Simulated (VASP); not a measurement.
A run of VASP 6.6.1 is set up as follows.

INCAR

```
SYSTEM = Tl
PREC     = Accurate       ! precision mode
ENCUT    = 520            ! plane-wave cutoff, eV
EDIFF    = 1E-8           ! SCF threshold, eV
ISMEAR   = -1             ! smearing method
SIGMA    = 0.05           ! smearing width, eV
LREAL    = .FALSE.        ! projectors in reciprocal space
LASPH    = .TRUE.         ! aspherical terms in the spheres
NELM     = 100            ! most SCF steps
ALGO     = Normal         ! electronic algorithm
ISIF     = 2              ! what is computed and relaxed
LWAVE    = .FALSE.        ! write WAVECAR
LCHARG   = .FALSE.        ! write CHGCAR
LEFG     = .TRUE.       
NBANDS   = 20             ! bands
```

Contents of KPOINTS:

```
regular mesh
0
G
  11 11 6
  0 0 0
```

POSCAR

```
Tl
1.0
    3.4674801630      0.0000000000      0.0000000000
   -1.7337400815      3.0029259083      0.0000000000
    0.0000000000      0.0000000000      5.5433556166
Tl
2
Direct
    0.3333333333      0.6666666667      0.2500000000
    0.6666666667      0.3333333333      0.7500000000
```

Potentials or basis: VASP PAW LDA potentials, release 64 (Tl_d).

Launch:

```bash
$ cat potpaw_LDA.64/Tl_d/POTCAR > POTCAR
$ mpirun -np 1 vasp_std > vasp.out
```

Task: Estimate the band gap on the k mesh.

Result: Zero (bands 13 and 14 overlap by 5.57 eV).

Task: Estimate the pressure.

Result: -2.1 GPa.

Stress tensor (GPa, compression positive):
```
-2.03  0.00  0.00
 0.00 -2.03  0.00
 0.00  0.00 -2.11
```

Caveat: without QUAD_EFG the Cq values of the log hold for a quadrupole moment of 1 mb, not for the nuclei; spin-orbit coupling is left out, which moves the levels of the heavy elements.
